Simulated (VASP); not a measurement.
# CsCaBr3 (Pm-3m) in VASP: single point with LDA

Aim: the single point of CsCaBr3 with LDA.

Program: VASP 6.6.1. These are calculated values, not measurements. Logs are shortened: lines on timing, memory, paths and dates and some standing lists are left out, and cuts for length are marked.

**1. The cell of the first run**

Symmetry: Pm-3m, No. 221, cubic system. The conventional cell has a = 5.709 Å, b = 5.709 Å, c = 5.709 Å, α = 90.00°, β = 90.00°, γ = 90.00°. Within 5.3 Å of Cs (site symmetry m-3m) lie 12 Br at 4.04 Å and 8 Ca at 4.94 Å. Ca (site symmetry m-3m) has 6 Br at 2.85 Å within 3.8 Å. Within 3.8 Å of Br (site symmetry 4/mmm) lie 2 Ca at 2.85 Å.

**2. Single point, LDA**

File INCAR:

```
PREC     = Accurate       # precision mode
ENCUT    = 520            # plane-wave cutoff, eV
EDIFF    = 1E-6           # SCF threshold, eV
ISMEAR   = 0              # smearing method
SIGMA    = 0.1            # smearing width, eV
LREAL    = F              # projectors in reciprocal space
LASPH    = T              # aspherical terms in the spheres
NELM     = 80             # most SCF steps
ALGO     = Normal         # electronic algorithm
ISIF     = 2              # what is computed and relaxed
LWAVE    = F              # write WAVECAR
LCHARG   = F              # write CHGCAR
NBANDS   = 28             # bands
```

File KPOINTS:

```
regular mesh
0
Gamma
  4 4 4
```

File POSCAR:

```
CsCaBr3
1.0
    5.7086657300      0.0000000000      0.0000000000
    0.0000000000      5.7086657300      0.0000000000
    0.0000000000      0.0000000000      5.7086657300
Cs Ca Br
1 1 3
Direct
    0.0000000000      0.0000000000      0.0000000000
    0.5000000000      0.5000000000      0.5000000000
    0.5000000000      0.0000000000      0.5000000000
    0.0000000000      0.5000000000      0.5000000000
    0.5000000000      0.5000000000      0.0000000000
```

Potentials or basis: VASP PAW LDA potentials, release 64 (Cs_sv, Ca_sv, Br).

Command:

```
cat potpaw_LDA.64/Cs_sv/POTCAR potpaw_LDA.64/Ca_sv/POTCAR potpaw_LDA.64/Br/POTCAR > POTCAR
mpirun -np 1 vasp_std > vasp.out
```

OUTCAR:

```text
PREC = Accurate
   ENCUT = 520
   EDIFF = 1E-6
   ISMEAR = 0
   LREAL = F
   LASPH = T
   NELM = 80
   ISIF = 2

 ion  position               nearest neighbor table
   1  0.000  0.000  0.000-
   2  0.500  0.500  0.500-   3 2.85   4 2.85   5 2.85   5 2.85   3 2.85   4 2.85
   3  0.500  0.000  0.500-   2 2.85   2 2.85
   4  0.000  0.500  0.500-   2 2.85   2 2.85
   5  0.500  0.500  0.000-   2 2.85   2 2.85

  LATTYP: Found a simple cubic cell.
 ALAT       =     5.7086657300

  Lattice vectors:

 A1 = (   5.7086657300,   0.0000000000,   0.0000000000)
 A2 = (   0.0000000000,   5.7086657300,   0.0000000000)
 A3 = (   0.0000000000,   0.0000000000,   5.7086657300)

Analysis of symmetry for initial positions (statically):
=====================================================================
 Subroutine PRICEL returns:
 Original cell was already a primitive cell.

 Routine SETGRP: Setting up the symmetry group for a
 simple cubic supercell.

 Subroutine GETGRP returns: Found 48 space group operations
 (whereof 48 operations were pure point group operations)
 out of a pool of 48 trial point group operations.

The static configuration has the point symmetry O_h .

Analysis of symmetry for dynamics (positions and initial velocities):
=====================================================================
 Subroutine PRICEL returns:
 Original cell was already a primitive cell.

 Routine SETGRP: Setting up the symmetry group for a
 simple cubic supercell.

 Subroutine GETGRP returns: Found 48 space group operations
 (whereof 48 operations were pure point group operations)
 out of a pool of 48 trial point group operations.

The dynamic configuration has the point symmetry O_h .

 Subroutine INISYM returns: Found 48 space group operations
 (whereof 48 operations are pure point group operations),
 and found     1 'primitive' translations

----------------------------------------------------------------------------------------

                                     Primitive cell

  volume of cell :     186.0389

  direct lattice vectors                    reciprocal lattice vectors
[... 73 lines left out ...]
   LNONCOLLINEAR =      F non collinear calculations
   LSORBIT =      F    spin-orbit coupling
   LASPH  =      T    aspherical Exc in radial PAW
   ENCUT  =  520.0 eV  38.22 Ry    6.18 a.u.  10.61 10.61 10.61*2*pi/ulx,y,z
   NELM   =     80;   NELMIN=  2; NELMDL= -5     # of ELM steps
   EDIFF  = 0.1E-05   stopping-criterion for ELM
   LREAL  =      F    real-space projection
   EDIFFG = 0.1E-04   stopping-criterion for IOM
   NSW    =      0    number of steps for IOM
   IBRION =     -1    ionic relax: 0-MD 1-quasi-New 2-CG
   NFREE  =      0    steps in history (QN), initial steepest desc. (CG)
   ISIF   =      2    stress and relaxation
   ISYM   =      2    0-nonsym 1-usesym 2-fastsym
   POTIM  = 0.5000    time-step for ionic-motion
   TEBEG  =    0.0;   TEEND  =   0.0 temperature during run
   PSTRESS=    0.0 pullay stress
   NELECT =      40.0000    total number of electrons
   NUPDOWN=      -1.0000    fix difference up-down
   EMIN   =  10.00;   EMAX   =-10.00  energy-range for DOS
   EFERMI =   0.00;   METHOD = LEGACY
   ISMEAR =     0;   SIGMA  =   0.10  broadening in eV -4-tet -1-fermi 0-gaus
   EFERMI_NEDOS =   21; number of points for ismear=-14 and -15
   IALGO  =     38    algorithm
   IMIX   =      4    mixing-type and parameters
     AMIX     =   0.40;   BMIX     =  1.00
     AMIX_MAG =   1.60;   BMIX_MAG =  1.00
  volume/ion in A,a.u.               =      37.21       251.09
  Fermi-wavevector in a.u.,A,eV,Ry     =   0.980754  1.853357 13.087158  0.961879
  Thomas-Fermi vector in A             =   2.111709
   LORBIT       =      0    0 simple, 1 ext, 2 COOP (PROOUT), +10 PAW based schemes
   GGA     = CA    functional components
   LHFCALC =     F    Hartree Fock is set to
   AEXX    =    0.0000 exact exchange contribution
   IVDW    =     0    specifies the selected vdW correction
   LEPSILON=     F    determine dielectric tensor
   LRPA    =     F    only Hartree local field effects (RPA)
 non-spin polarized calculation
 Gauss-broadening in eV      SIGMA  =   0.10
  energy-cutoff  :      520.00
  volume of cell :      186.04
 maximum number of plane-waves:      5056
   NGX = 21   NGY = 21   NGZ = 21

 number of electron      40.0000007 magnetization

 Free energy of the ion-electron system (eV)
  ---------------------------------------------------
  ext. energy  EPLUGINS =         0.00000000
  ---------------------------------------------------
  free energy    TOTEN  =       -19.53534592 eV

  energy without entropy =      -19.53534592  energy(sigma->0) =      -19.53534592

 E-fermi :  -0.1956     XC(G=0):  -8.1812

 val. band max:       -0.6777693619   @ k =   0.5000   0.5000   0.5000
 cond. band min:       3.4125291602   @ k =   0.0000   0.0000   0.0000
 fundamental gap:      4.0902985222
 Fermi energy:        -0.1956044825

 k-point     1 :       0.0000    0.0000    0.0000
  band No.  band energies     occupation
      1     -39.1894      2.00000
      2     -20.5297      2.00000
      3     -20.5297      2.00000
      4     -20.5297      2.00000
      5     -20.3202      2.00000
      6     -13.7312      2.00000
[... 299 lines left out ...]
     27       5.6801      0.00000
     28       7.5716      0.00000

------------------------ aborting loop because EDIFF is reached ----------------------------------------

  FORCE on cell =-STRESS in cart. coord.  units (eV):
  Direction    XX          YY          ZZ          XY          YZ          ZX
  --------------------------------------------------------------------------------------
  -------------------------------------------------------------------------------------
  Total       -2.3281659     -2.3281659     -2.3281659     -0.0000000     -0.0000000     -0.0000000
  in kB      -20.0502902    -20.0502902    -20.0502902     -0.0000000     -0.0000000     -0.0000000
  external PRESSURE =     -20.0502902 kB  Pullay stress =       0.0000000 kB

 VOLUME and BASIS-vectors are now :
 -----------------------------------------------------------------------------
  energy-cutoff  :      520.00
  volume of cell :      186.04
      direct lattice vectors                 reciprocal lattice vectors
     5.708665730  0.000000000  0.000000000     0.175172281  0.000000000  0.000000000
     0.000000000  5.708665730  0.000000000     0.000000000  0.175172281  0.000000000
     0.000000000  0.000000000  5.708665730     0.000000000  0.000000000  0.175172281

 POSITION                                       TOTAL-FORCE (eV/Angst)
 -----------------------------------------------------------------------------------
      0.00000      0.00000      0.00000         0.000000      0.000000      0.000000
      2.85433      2.85433      2.85433         0.000000      0.000000      0.000000
      2.85433      0.00000      2.85433         0.000000      0.000000      0.000000
      0.00000      2.85433      2.85433         0.000000      0.000000      0.000000
      2.85433      2.85433      0.00000         0.000000      0.000000      0.000000
 -----------------------------------------------------------------------------------
    total drift:                                0.000000     -0.000000     -0.000000

  FREE ENERGIE OF THE ION-ELECTRON SYSTEM (eV)
  ---------------------------------------------------
  free  energy   TOTEN  =       -19.5353459167 eV

  energy  without entropy=      -19.5353459167  energy(sigma->0) =      -19.53534592
```

OSZICAR:

```text
N       E                     dE             d eps       ncg     rms          rms(c)
DAV:   1     0.311399940269E+03    0.31140E+03   -0.17441E+04   560   0.123E+03
DAV:   2     0.688775174531E+01   -0.30451E+03   -0.29551E+03   760   0.268E+02
DAV:   3    -0.187281140051E+02   -0.25616E+02   -0.25540E+02   768   0.755E+01
DAV:   4    -0.198794844230E+02   -0.11514E+01   -0.11494E+01  1000   0.121E+01
DAV:   5    -0.198959344784E+02   -0.16450E-01   -0.16449E-01   780   0.100E+00    0.447E+00
DAV:   6    -0.196135964570E+02    0.28234E+00   -0.45840E-01   692   0.242E+00    0.273E+00
DAV:   7    -0.195408281038E+02    0.72768E-01   -0.27259E-01   740   0.206E+00    0.807E-01
DAV:   8    -0.195355995636E+02    0.52285E-02   -0.23045E-02   788   0.716E-01    0.119E-01
DAV:   9    -0.195354133199E+02    0.18624E-03   -0.18275E-03   920   0.198E-01    0.765E-02
DAV:  10    -0.195353762492E+02    0.37071E-04   -0.39606E-04   792   0.924E-02    0.257E-02
DAV:  11    -0.195353454389E+02    0.30810E-04   -0.11093E-04   792   0.424E-02    0.598E-03
DAV:  12    -0.195353459167E+02   -0.47780E-06   -0.87718E-06   776   0.112E-02
   1 F= -.19535346E+02 E0= -.19535346E+02  d E =-.424993E-12
```

stdout:

```text
POSCAR found type information on POSCAR CsCaBr
 POSCAR found :  3 types and       5 ions
 scaLAPACK will be used
 LDA part: xc-table for (Slater(with rela. corr.)+CA(PZ))
 , standard interpolation
 POSCAR, INCAR and KPOINTS ok, starting setup
 FFT: planning ... GRIDC
 FFT: planning ... GRID_SOFT
 FFT: planning ... GRID
 WAVECAR not read
 entering main loop
```

Wall time 53 s (1 thread of Intel Xeon 6975P-C, shared host); peak memory 0.24 GiB.

Results:

| Quantity | Value |
| --- | --- |
| Free energy | -19.5353 eV |
| Pressure | -2.0 GPa |
| Band gap on the k mesh | 4.09 eV, indirect (least direct gap 4.34 eV) |

Caveat: spin-orbit coupling is left out, which moves the levels of the heavy elements.
